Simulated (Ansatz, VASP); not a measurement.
**ZnSe in VASP and in Ansatz**

Contents of INCAR:

```
  ALGO = Normal
  EDIFF = 1E-6
  ENCUT = 500
  GGA_COMPAT = F
  ISIF = 2
  ISMEAR = 0
  LASPH = T
  LCHARG = F
  LREAL = F
  LWAVE = F
  NBANDS = 16
  NELM = 120
  PREC = Accurate
  SIGMA = 0.02
```

KPOINTS

```
k-points
0
Gamma
  8 8 8
```

The input POSCAR:

```
ZnSe
1.0
    0.0000000000      2.8659201419      2.8659201419
    2.8659201419      0.0000000000      2.8659201419
    2.8659201419      2.8659201419      0.0000000000
Zn Se
1 1
Direct
    0.0000000000      0.0000000000      0.0000000000
    0.2500000000      0.2500000000      0.2500000000
```

Input for Ansatz:

```yaml
crystal:
  lattice:
    - [0.0, 2.8659201419, 2.8659201419]
    - [2.8659201419, 0.0, 2.8659201419]
    - [2.8659201419, 2.8659201419, 0.0]
  atoms:
    - { symbol: Zn, position: [0.0, 0.0, 0.0] }
    - { symbol: Se, position: [0.25, 0.25, 0.25] }
basis:
  ecutwfc: 420
kpoints:
  mp_grid: { grid: [8, 8, 8] }
hamiltonian:
  xc: lda
scf:
  occupations: { method: gaussian, width: 0.02 }
  n_extra_bands: 32
output:
  forces: true
  eigenvalues: true
  stress: true
```

Alike in both runs: task single point; functional LDA; k mesh 8 × 8 × 8; occupations gaussian, width 0.02 eV; no spin polarisation.

|  | VASP | Ansatz |
| --- | --- | --- |
| version | VASP 6.6.1 | Ansatz 0.2.0 |
| potentials or method | VASP PAW LDA potentials, release 64 (Zn, Se), cutoff 500 eV | scalar-relativistic, plane waves, PAW |
| valence electrons in the cell | 18 | 28 |

```tsv
	VASP	Ansatz	Ansatz less VASP
gap on the k mesh at the Fermi level (eV)	0.93	0.90	-0.035
pressure (GPa)	-4.9	-5.1	-0.25
```

LDA's correlation is that of Perdew and Zunger in VASP and of Perdew and Wang (1992) in Ansatz. VASP's potentials hold 18 valence electrons a cell and Ansatz's 28, so a difference there can come from the potentials and not from the codes.
